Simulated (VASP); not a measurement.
Write the native input for VASP 6.6.1 that does the following.

| Quantity | Value |
| --- | --- |
| Task | electric field gradients |
| Functional | r2SCAN |
| Potentials or basis | VASP PAW PBE potentials, release 64 (Pb_d) |
| Cutoff | 520 eV |
| k mesh | 14 × 14 × 7 |
| Occupations | fermi-dirac, width 0.03 eV |
| Spin | no spin polarisation |
| Dipole correction | no |
| Further INCAR settings | ALGO = Normal; EDIFF = 1e-08; NBANDS = 21 |

Crystal: Pb.

```xyz
2
Lattice="3.5397 0.0000 0.0000 -1.7698 3.0655 0.0000 0.0000 0.0000 6.1150" Properties=species:S:1:pos:R:3 pbc="T T T"
Pb    0.0000    2.0436    1.5288
Pb    1.7698    1.0218    4.5863
```

This isn't the form of Pb at room conditions, which is fcc.

These files were run (other wordings do the same):

POSCAR

```
Pb
1.0
    3.5396778076      0.0000000000      0.0000000000
   -1.7698389038      3.0654509026      0.0000000000
    0.0000000000      0.0000000000      6.1150153066
Pb
2
Direct
    0.3333333333      0.6666666667      0.2500000000
    0.6666666667      0.3333333333      0.7500000000
```

INCAR.step1

```
PREC = Accurate
ENCUT = 520
ISMEAR = -1
SIGMA = 0.03
LREAL = F
LASPH = T
NELM = 100
NBANDS = 21
GGA = PE
ALGO = Normal
EDIFF = 1E-4
LWAVE = T
LCHARG = F
```

INCAR.step2

```
PREC = Accurate
ENCUT = 520
EDIFF = 1E-8
ISMEAR = -1
SIGMA = 0.03
LREAL = F
LASPH = T
NELM = 100
ALGO = Normal
ISIF = 2
LWAVE = F
LCHARG = F
METAGGA = R2SCAN
LMIXTAU = T
LEFG = T
NBANDS = 21
ISTART = 1
```

KPOINTS

```
regular mesh
0
Gamma
  14 14 7
```

Potentials or basis: VASP PAW PBE potentials, release 64 (Pb_d).

Launch:

```console
$ cat potpaw_PBE.64/Pb_d/POTCAR > POTCAR
$ cp INCAR.step1 INCAR
$ mpirun -np 1 vasp_std > vasp.out
$ cp INCAR.step2 INCAR
$ mpirun -np 1 vasp_std > vasp.out
```

Results of the run:

```
Pressure                                : -2.3 GPa
Band gap on the k mesh                  : zero (bands 14 and 15 overlap by 7.42 eV)
Largest electric field gradient by atom : Pb +8.0 V/Å²
```

Caveat: without QUAD_EFG the Cq values of the log hold for a quadrupole moment of 1 mb, not for the nuclei; the PAW data sets were made with another functional, which shifts forces and pressure a little; spin-orbit coupling is left out, which moves the levels of the heavy elements.

Run time: 20 min on 1 thread of AMD EPYC 7571, on a shared host, peak memory 0.23 GiB.
